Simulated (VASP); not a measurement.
Wanted: the native input for a VASP 6.6.1 run.

- Task: single point
- Functional: PBE
- Potentials or basis: VASP PAW PBE potentials, release 64 (Sb)
- Cutoff: 520 eV
- k mesh: 8 × 8 × 8
- Occupations: fermi-dirac, width 0.05 eV
- Spin: non-collinear spin, zero start, spin-orbit coupling
- Starting moments: [[0.0, 0.0, 0.0], [0.0, 0.0, 0.0]] μB
- Dipole correction: no
- Further INCAR settings: ALGO = Normal; EDIFF = 1e-06; NBANDS = 22

The structure of Sb lies in POSCAR:

```
Sb
1.0
    2.1542000000      1.2437279499      3.7580000000
   -2.1542000000      1.2437279499      3.7580000000
    0.0000000000     -2.4874558998      3.7580000000
Sb
2
Direct
    0.7665100000      0.7665100000      0.7665100000
    0.2334900000      0.2334900000      0.2334900000
```

One way to write it, as run:

INCAR

```
SYSTEM = Sb
ALGO = Normal
EDIFF = 1E-6
ENCUT = 520
GGA = PE
GGA_COMPAT = .False.
ISIF = 2
ISMEAR = -1
LASPH = .True.
LCHARG = .False.
LORBIT = 11
LORBMOM = .True.
LREAL = .False.
LSORBIT = .True.
LWAVE = .False.
MAGMOM = 0 0 0 0 0 0
NBANDS = 22
NELM = 150
PREC = Accurate
SIGMA = 0.05
```

KPOINTS

```
k-points
0
Gamma
  8 8 8
  0 0 0
```

Potentials or basis: VASP PAW PBE potentials, release 64 (Sb).

Command:

```console
$ cat potpaw_PBE.64/Sb/POTCAR > POTCAR
$ mpirun -np 1 vasp_ncl > vasp.out
```

It gave:

The pressure is 2.9 GPa, the largest force is 0.205 eV/Å and the net moment is 0.00 μB per cell. The valence electrons inside the program's atomic spheres are Sb 2.40.

Run time: 7.4 min on 1 thread of AMD EPYC 7R13 (shared host), peak memory 0.4 GiB.
